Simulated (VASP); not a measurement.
A run of VASP 6.6.1 is set up as follows.

Contents of INCAR:

```
ALGO = Normal
EDIFF = 1E-6
ENCUT = 520
GGA = CA
ISIF = 2
ISMEAR = 0
LASPH = True
LCHARG = False
LREAL = False
LWAVE = False
NBANDS = 8
NELM = 80
PREC = Accurate
SIGMA = 0.15
```

KPOINTS

```
k-points
0
Gamma
  20 20 20
```

The input POSCAR:

```
Al
1.0
   -1.6309991572      1.6309991572      1.5912186900
    1.6309991572     -1.6309991572      1.5912186900
    1.6309991572      1.6309991572     -1.5912186900
Al
1
Direct
    0.0000000000      0.0000000000      0.0000000000
```

Potentials or basis: VASP PAW LDA potentials, release 64 (Al).

Command:

```console
$ cat potpaw_LDA.64/Al/POTCAR > POTCAR
$ mpirun -np 1 vasp_std > vasp.out
```

(1) Estimate the pressure.

(2) What does it give for the band gap on the k mesh?

Results:

(1) -2.9 GPa.

(2) zero (an odd number of electrons rules out a gap without spin polarisation).

Caveat: the cell differs from its parent crystal (strain +0.025 along x and y, +0.000 along z).
